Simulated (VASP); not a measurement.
A run of VASP 6.6.1 is set up as follows.

File INCAR:

```
  PREC = Accurate
  ENCUT = 520
  EDIFF = 1E-6
  ISMEAR = -1
  SIGMA = 0.1
  LREAL = False
  LASPH = True
  NELM = 80
  ALGO = Normal
  ISIF = 2
  LWAVE = False
  LCHARG = False
  GGA = PE
  NBANDS = 20
```

The input KPOINTS:

```
Automatic mesh
0
Gamma
  16 16 9
```

File POSCAR:

```
Tl
1.0
    2.6619283584      0.0000000000      0.0000000000
   -1.3309641792      2.3052975814      0.0000000000
    0.0000000000      0.0000000000      4.3756635624
Tl
2
Direct
    0.3333333333      0.6666666667      0.2500000000
    0.6666666667      0.3333333333      0.7500000000
```

Potentials or basis: VASP PAW PBE potentials, release 64 (Tl_d).

Launch:

```bash
$ cat potpaw_PBE.64/Tl_d/POTCAR > POTCAR
$ mpirun -np 1 vasp_std > vasp.out
```

(1) What does it give for the pressure?

(2) Predict the band gap on the k mesh.

## Answers

(1) 230.7 GPa.

(2) zero (bands 13 and 14 overlap by 8.07 eV).

Caveat: the cell stands under pressure; spin-orbit coupling is left out, which moves the levels of the heavy elements.
